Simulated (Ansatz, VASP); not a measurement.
# Ta3Cd in VASP and in Ansatz

```
Ta Cd
1.0
     5.96023    0.00000    0.00000
    -2.98011    5.16171    0.00000
     0.00000    0.00000    4.87948
Ta Cd
6 2
Cartesian
  2.9801 3.5030 1.2199
  -1.5436 4.3324 3.6596
  1.4365 0.8293 1.2199
  0.0000 1.6587 3.6596
  4.5238 0.8293 1.2199
  1.5436 4.3324 3.6596
  0.0000 3.4411 1.2199
  2.9801 1.7206 3.6596
```

Alike in both runs: functional PBE; k mesh 3 × 3 × 4; occupations gaussian, width 0.1 eV; no spin polarisation.

Ansatz relaxed the structure, and its values are those at the end. VASP's run is a single point on that final structure, the one shown.

```csv
,VASP,Ansatz
version,VASP 6.6.1,Ansatz 0.2.0
potentials or method,"VASP PAW PBE potentials, release 64 (Ta_pv, Cd), cutoff 520 eV","scalar-relativistic, plane waves, PAW"
valence electrons in the cell,90,118
```

|  | VASP | Ansatz | Ansatz less VASP |
| --- | --- | --- | --- |
| gap on the k mesh at the Fermi level (eV) | none | none | - |
| pressure (GPa) | 0.2 | -0.1 | -0.34 |
| rms of the force components (eV/Å) | 0.010 | 0.001 | -0.0096 |

A gap of «none» marks a metal or a gap that the smearing closes. The functional is the same, so the differences come from potentials, cutoffs and numerics. VASP's potentials hold 90 valence electrons a cell and Ansatz's 118, so a difference there can come from the potentials and not from the codes.

The k mesh is coarse, so the values compare programs but aren't converged. Neither program's run includes spin-orbit coupling.
